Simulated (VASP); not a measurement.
# CdS (Pm-3m) in VASP: single point with r2SCAN

Aim: the single point of CdS with r2SCAN.

Everything below comes from runs of VASP 6.6.1. Logs are shortened: lines on timing, memory, paths and dates and some standing lists are left out, and cuts for length are marked.

## Step 1: The cell of the first run

The structure is cubic, space group Pm-3m (No. 221). The conventional cell has a = 3.387 Å, b = 3.387 Å, c = 3.387 Å, α = 90.00°, β = 90.00°, γ = 90.00°. Within 3.9 Å of Cd (site symmetry m-3m) lie 8 S at 2.93 Å and 6 Cd at 3.39 Å. S (site symmetry m-3m) has 8 Cd at 2.93 Å and 6 S at 3.39 Å within 3.9 Å.

## Step 2: Single point, r2SCAN

POSCAR reads:

```
CdS
1.0
    3.3869086123      0.0000000000      0.0000000000
    0.0000000000      3.3869086123      0.0000000000
    0.0000000000      0.0000000000      3.3869086123
Cd S
1 1
Direct
    0.0000000000      0.0000000000      0.0000000000
    0.5000000000      0.5000000000      0.5000000000
```

INCAR.step1 reads:

```
SYSTEM = CdS
PREC     = Accurate       ! precision mode
ENCUT    = 550            ! plane-wave cutoff, eV
ISMEAR   = -1             ! smearing method
SIGMA    = 0.02           ! smearing width, eV
LREAL    = .False.        ! projectors in reciprocal space
LASPH    = .True.         ! aspherical terms in the spheres
NELM     = 120            ! most SCF steps
NBANDS   = 16             ! bands
GGA      = PE             ! functional
ALGO     = Normal         ! electronic algorithm
EDIFF    = 1E-5           ! SCF threshold, eV
LWAVE    = .True.         ! write WAVECAR
LCHARG   = .False.        ! write CHGCAR
GGA_COMPAT= .False.
```

INCAR.step2 reads:

```
SYSTEM = CdS
PREC     = Accurate       ! precision mode
ENCUT    = 550            ! plane-wave cutoff, eV
EDIFF    = 1E-6           ! SCF threshold, eV
ISMEAR   = -1             ! smearing method
SIGMA    = 0.02           ! smearing width, eV
LREAL    = .False.        ! projectors in reciprocal space
LASPH    = .True.         ! aspherical terms in the spheres
NELM     = 120            ! most SCF steps
ALGO     = Normal         ! electronic algorithm
ISIF     = 2              ! what is computed and relaxed
LWAVE    = .False.        ! write WAVECAR
LCHARG   = .True.         ! write CHGCAR
METAGGA  = R2SCAN         ! meta-GGA
LMIXTAU  = .True.       
LELF     = .True.         ! ELF
LVHAR    = .True.       
NBANDS   = 16             ! bands
ISTART   = 1            
GGA_COMPAT= .False.
```

KPOINTS reads:

```
regular mesh
0
Gamma
  6 6 6
  0 0 0
```

Potentials or basis: VASP PAW PBE potentials, release 64 (Cd, S).

Command:

```console
cat potpaw_PBE.64/Cd/POTCAR potpaw_PBE.64/S/POTCAR > POTCAR
cp INCAR.step1 INCAR
mpirun -np 1 vasp_std > vasp.out
cp INCAR.step2 INCAR
mpirun -np 1 vasp_std > vasp.out
```

OUTCAR:

```text
SYSTEM = CdS
   PREC = Accurate
   ENCUT = 550
   EDIFF = 1E-6
   ISMEAR = -1
   LREAL = .False.
   LASPH = .True.
   NELM = 120
   ISIF = 2
   METAGGA = R2SCAN
   ISTART = 1

 ion  position               nearest neighbor table
   1  0.000  0.000  0.000-   2 2.93   2 2.93   2 2.93   2 2.93   2 2.93   2 2.93   2 2.93   2 2.93

   2  0.500  0.500  0.500-   1 2.93   1 2.93   1 2.93   1 2.93   1 2.93   1 2.93   1 2.93   1 2.93

  LATTYP: Found a simple cubic cell.
 ALAT       =     3.3869086123

  Lattice vectors:

 A1 = (   3.3869086123,   0.0000000000,   0.0000000000)
 A2 = (   0.0000000000,   3.3869086123,   0.0000000000)
 A3 = (   0.0000000000,   0.0000000000,   3.3869086123)

Analysis of symmetry for initial positions (statically):
=====================================================================
 Subroutine PRICEL returns:
 Original cell was already a primitive cell.

 Routine SETGRP: Setting up the symmetry group for a
 simple cubic supercell.

 Subroutine GETGRP returns: Found 48 space group operations
 (whereof 48 operations were pure point group operations)
 out of a pool of 48 trial point group operations.

The static configuration has the point symmetry O_h .

Analysis of symmetry for dynamics (positions and initial velocities):
=====================================================================
 Subroutine PRICEL returns:
 Original cell was already a primitive cell.

 Routine SETGRP: Setting up the symmetry group for a
 simple cubic supercell.

 Subroutine GETGRP returns: Found 48 space group operations
 (whereof 48 operations were pure point group operations)
 out of a pool of 48 trial point group operations.

The dynamic configuration has the point symmetry O_h .

 Subroutine INISYM returns: Found 48 space group operations
 (whereof 48 operations are pure point group operations),
 and found     1 'primitive' translations

----------------------------------------------------------------------------------------

                                     Primitive cell

  volume of cell :      38.8517

  direct lattice vectors                    reciprocal lattice vectors
     3.386908612  0.000000000  0.000000000     0.295254497  0.000000000  0.000000000
     0.000000000  3.386908612  0.000000000     0.000000000  0.295254497  0.000000000
     0.000000000  0.000000000  3.386908612     0.000000000  0.000000000  0.295254497

  length of vectors
     3.386908612  3.386908612  3.386908612     0.295254497  0.295254497  0.295254497

  position of ions in fractional coordinates (direct lattice)
     0.000000000  0.000000000  0.000000000
     0.500000000  0.500000000  0.500000000

  ion indices of the primitive-cell ions
   primitive index   ion index
                 1           1
                 2           2

----------------------------------------------------------------------------------------

 KPOINTS: regular mesh

Automatic generation of k-mesh.
 Grid dimensions read from file:
 generate k-points for:    6    6    6

 Generating k-lattice:

  Cartesian coordinates                     Fractional coordinates (reciprocal lattice)
     0.049209083  0.000000000  0.000000000     0.166666667  0.000000000  0.000000000
     0.000000000  0.049209083  0.000000000     0.000000000  0.166666667  0.000000000
     0.000000000  0.000000000  0.049209083     0.000000000  0.000000000  0.166666667

  Length of vectors
     0.049209083  0.049209083  0.049209083

  Shift w.r.t. Gamma in fractional coordinates (k-lattice)
     0.000000000  0.000000000  0.000000000

 Subroutine IBZKPT returns following result:
 ===========================================

 Found     20 irreducible k-points:

 Following reciprocal coordinates:
            Coordinates               Weight
  0.000000  0.000000  0.000000      1.000000
  0.166667  0.000000  0.000000      6.000000
  0.333333  0.000000  0.000000      6.000000
  0.500000  0.000000  0.000000      3.000000
  0.166667  0.166667  0.000000     12.000000
  0.333333  0.166667  0.000000     24.000000
[... 12 lines left out ...]
  0.500000  0.500000  0.333333      6.000000
  0.500000  0.500000  0.500000      1.000000
   k-points           NKPTS =     20   k-points in BZ     NKDIM =     20   number of bands    NBANDS=     16
   number of dos      NEDOS =    301   number of ions     NIONS =      2
   total plane-waves  NPLWV =  21952
   dimension x,y,z NGX =    28 NGY =   28 NGZ =   28
   dimension x,y,z NGXF=    56 NGYF=   56 NGZF=   56
   ions per type =               1   1
   NGX,Y,Z   is equivalent  to a cutoff of  13.74, 13.74, 13.74 a.u.
   NGXF,Y,Z  is equivalent  to a cutoff of  27.49, 27.49, 27.49 a.u.
 SYSTEM =  CdS
   PREC   = accura    normal or accurate (medium, high low for compatibility)
   ISTART =      1    job   : 0-new  1-cont  2-samecut
   ICHARG =      0    charge: 1-file 2-atom 10-const
   ISPIN  =      1    spin polarized calculation?
   LNONCOLLINEAR =      F non collinear calculations
   LSORBIT =      F    spin-orbit coupling
   LASPH  =      T    aspherical Exc in radial PAW
   ENCUT  =  550.0 eV  40.42 Ry    6.36 a.u.   6.48  6.48  6.48*2*pi/ulx,y,z
   NELM   =    120;   NELMIN=  2; NELMDL=  0     # of ELM steps
   EDIFF  = 0.1E-05   stopping-criterion for ELM
   LREAL  =      F    real-space projection
   EDIFFG = 0.1E-04   stopping-criterion for IOM
   NSW    =      0    number of steps for IOM
   IBRION =     -1    ionic relax: 0-MD 1-quasi-New 2-CG
   NFREE  =      0    steps in history (QN), initial steepest desc. (CG)
   ISIF   =      2    stress and relaxation
   ISYM   =      2    0-nonsym 1-usesym 2-fastsym
   POTIM  = 0.5000    time-step for ionic-motion
   TEBEG  =    0.0;   TEEND  =   0.0 temperature during run
   PSTRESS=    0.0 pullay stress
   NELECT =      18.0000    total number of electrons
   NUPDOWN=      -1.0000    fix difference up-down
   EMIN   =  10.00;   EMAX   =-10.00  energy-range for DOS
   EFERMI =   0.00;   METHOD = LEGACY
   ISMEAR =    -1;   SIGMA  =   0.02  broadening in eV -4-tet -1-fermi 0-gaus
   EFERMI_NEDOS =   21; number of points for ismear=-14 and -15
   IALGO  =     38    algorithm
   IMIX   =      4    mixing-type and parameters
     AMIX     =   0.40;   BMIX     =  1.00
     AMIX_MAG =   1.60;   BMIX_MAG =  1.00
  volume/ion in A,a.u.               =      19.43       131.09
  Fermi-wavevector in a.u.,A,eV,Ry     =   1.266763  2.393836 21.833128  1.604690
  Thomas-Fermi vector in A             =   2.399947
   LORBIT       =      0    0 simple, 1 ext, 2 COOP (PROOUT), +10 PAW based schemes
   METAGGA = R2SCAN    functional components
   LHFCALC =     F    Hartree Fock is set to
   AEXX    =    0.0000 exact exchange contribution
   IVDW    =     0    specifies the selected vdW correction
   LEPSILON=     F    determine dielectric tensor
   LRPA    =     F    only Hartree local field effects (RPA)
 non-spin polarized calculation
  energy-cutoff  :      550.00
  volume of cell :       38.85
 maximum number of plane-waves:      1155
 NGX is ok and might be reduce to    28
   NGX = 13   NGY = 13   NGZ = 13

 number of electron      17.9999993 magnetization

 Free energy of the ion-electron system (eV)
  ---------------------------------------------------
  ext. energy  EPLUGINS =         0.00000000
  ---------------------------------------------------
  free energy    TOTEN  =       -28.40232235 eV

  energy without entropy =      -28.39883451  energy(sigma->0) =      -28.40057843

 E-fermi :   3.9286     XC(G=0): -11.3310

 val. band max:        3.9226097152   @ k =   0.5000   0.3333   0.0000
 cond. band min:       3.9340951067   @ k =   0.5000   0.5000   0.0000
 fundamental gap:      0.0114853914
 Fermi energy:         3.9285885736

 k-point     1 :       0.0000    0.0000    0.0000
  band No.  band energies     occupation
      1     -10.0974      2.00000
      2      -5.3073      2.00000
      3      -5.3073      2.00000
      4      -4.7244      2.00000
      5      -4.7244      2.00000
      6      -4.7244      2.00000
[... 8 lines left out ...]
     15      16.5294      0.00000
     16      18.9927      0.00000

 k-point     2 :       0.1667    0.0000    0.0000
  band No.  band energies     occupation
      1      -9.8714      2.00000
      2      -5.2913      2.00000
      3      -5.2277      2.00000
      4      -4.7964      2.00000
      5      -4.7964      2.00000
      6      -4.7175      2.00000
[... 8 lines left out ...]
     15      15.7100      0.00000
     16      18.9860      0.00000

 k-point     3 :       0.3333    0.0000    0.0000
  band No.  band energies     occupation
      1      -9.3300      2.00000
      2      -5.2591      2.00000
      3      -5.1223      2.00000
      4      -4.9334      2.00000
      5      -4.9334      2.00000
      6      -4.7037      2.00000
[... 8 lines left out ...]
     15      17.7309      0.00000
     16      17.7964      0.00000

 k-point     4 :       0.5000    0.0000    0.0000
  band No.  band energies     occupation
      1      -8.9881      2.00000
      2      -5.2428      2.00000
      3      -5.1380      2.00000
      4      -4.9987      2.00000
      5      -4.9987      2.00000
      6      -4.6968      2.00000
[... 8 lines left out ...]
     15      16.8852      0.00000
     16      18.9642      0.00000
[... 248 lines left out ...]
 k-point    18 :       0.5000    0.3333    0.3333
  band No.  band energies     occupation
      1      -8.1230      2.00000
      2      -5.3246      2.00000
      3      -5.2241      2.00000
      4      -4.7644      2.00000
      5      -4.7363      2.00000
      6      -4.6160      2.00000
[... 8 lines left out ...]
     15      18.1763      0.00000
     16      20.2313      0.00000

 k-point    19 :       0.5000    0.5000    0.3333
  band No.  band energies     occupation
      1      -7.8702      2.00000
      2      -5.3229      2.00000
      3      -5.3229      2.00000
      4      -5.0364      2.00000
      5      -4.6738      2.00000
      6      -4.5331      2.00000
[... 8 lines left out ...]
     15      21.1366      0.00000
     16      21.1366      0.00000

 k-point    20 :       0.5000    0.5000    0.5000
  band No.  band energies     occupation
      1      -7.4766      2.00000
      2      -5.4402      2.00000
      3      -5.4402      2.00000
      4      -5.4402      2.00000
      5      -4.5305      2.00000
      6      -4.5305      2.00000
[... 8 lines left out ...]
     15      22.5714      0.00000
     16      22.5714      0.00000

------------------------ aborting loop because EDIFF is reached ----------------------------------------

  FORCE on cell =-STRESS in cart. coord.  units (eV):
  Direction    XX          YY          ZZ          XY          YZ          ZX
  --------------------------------------------------------------------------------------
  -------------------------------------------------------------------------------------
  Total        0.0912273      0.0912273      0.0912273      0.0000000      0.0000000     -0.0000000
  in kB        3.7620532      3.7620532      3.7620532      0.0000000      0.0000000     -0.0000000
  external PRESSURE =       3.7620532 kB  Pullay stress =       0.0000000 kB

 VOLUME and BASIS-vectors are now :
 -----------------------------------------------------------------------------
  energy-cutoff  :      550.00
  volume of cell :       38.85
      direct lattice vectors                 reciprocal lattice vectors
     3.386908612  0.000000000  0.000000000     0.295254497  0.000000000  0.000000000
     0.000000000  3.386908612  0.000000000     0.000000000  0.295254497  0.000000000
     0.000000000  0.000000000  3.386908612     0.000000000  0.000000000  0.295254497

 POSITION                                       TOTAL-FORCE (eV/Angst)
 -----------------------------------------------------------------------------------
      0.00000      0.00000      0.00000         0.000000      0.000000      0.000000
      1.69345      1.69345      1.69345         0.000000      0.000000      0.000000
 -----------------------------------------------------------------------------------
    total drift:                               -0.000000      0.000000      0.000000

  FREE ENERGIE OF THE ION-ELECTRON SYSTEM (eV)
  ---------------------------------------------------
  free  energy   TOTEN  =       -28.4023223483 eV

  energy  without entropy=      -28.3988345113  energy(sigma->0) =      -28.40057843
```

Run time: 50 s. Hardware: 1 thread of AMD EPYC 7R43 (Zen 3), shared host; peak memory 0.13 GiB.

Results:

```
Free energy            : -28.4023 eV
Pressure               : 0.4 GPa
Band gap on the k mesh : zero (bands 9 and 10 overlap by 0.51 eV)
```

Caveat: the structure was generated, so it needn't be the stable form of CdS; semilocal functionals underestimate gaps, and a narrow one can read as zero; the PAW data sets were made with another functional, which shifts forces and pressure a little.
